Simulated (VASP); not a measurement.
Y, 2 atoms in the cell. Symmetry: I4/mmm, No. 139, tetragonal system. The conventional cell has a = 3.544 Å, b = 3.544 Å, c = 5.094 Å, α = 90.00°, β = 90.00°, γ = 90.00°. Within 4.7 Å of Y (site symmetry 4/mmm) lie 12 Y at 3.54 to 3.57 Å.  This cell differs from its parent crystal: biaxial strain in the a-b plane: -1.0 %.

* Program: VASP 6.6.1
* Task: single point
* Functional: PBE
* Potentials or basis: VASP PAW PBE potentials, release 64 (Y_sv)
* Cutoff: 520 eV
* k mesh: 14 × 14 × 10
* Occupations: gaussian, width 0.1 eV
* Spin: no spin polarisation
* Dipole correction: no
* Further INCAR settings: ALGO = Fast; EDIFF = 1e-06; NBANDS = 18

Potentials or basis: VASP PAW PBE potentials, release 64 (Y_sv).

Launch:

```console
$ cat potpaw_PBE.64/Y_sv/POTCAR > POTCAR
$ mpirun -np 1 vasp_std > vasp.out
```

Hardware: 1 thread of Oxide Virtual Turin-like Processor, on a shared host.

Problem. How long does it take, and how much memory?

Solution. It took 3.1 min on 1 thread of Oxide Virtual Turin-like Processor (shared host), peak memory 0.32 GiB. Counts: scf iterations 17, k points 216.
